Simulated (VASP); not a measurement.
The system is NbP.

```xyz
4
Lattice="-1.6637 1.6637 5.7016 1.6637 -1.6637 5.7016 1.6637 1.6637 -5.7016" Properties=species:S:1:pos:R:3 pbc="T T T"
Nb    1.6637    0.0000    2.8494
Nb    0.0000    0.0000    5.7002
P     0.0000    1.6637    3.7944
P     0.0000    0.0000    0.9436
```

This cell differs from its parent crystal: volume scaled by 0.98.

Base run:

| Quantity | Value |
| --- | --- |
| Program | VASP 6.6.1 |
| Functional | PBEsol |
| Potentials or basis | VASP PAW PBE potentials, release 64 (Nb_sv, P) |
| Cutoff | 520 eV |
| k mesh | 11 × 11 × 11 |
| Occupations | fermi-dirac, width 0.05 eV |
| Spin | no spin polarisation |

Its results: band gap on the k mesh zero (filled and empty bands touch); pressure -2.9 GPa; largest force 0.024 eV/Å.

**Question.** The run is repeated on the same cell with these changes: functional from PBEsol to LDA; potentials or basis from VASP PAW PBE potentials, release 64 (Nb_sv, P) to VASP PAW LDA potentials, release 64 (Nb_sv, P). What comes out?

**Answer.** Band gap on the k mesh zero (filled and empty bands overlap); pressure -5.9 GPa; largest force 0.022 eV/Å.

Caveats: the PAW data sets were made with another functional, which shifts forces and pressure a little (some runs).
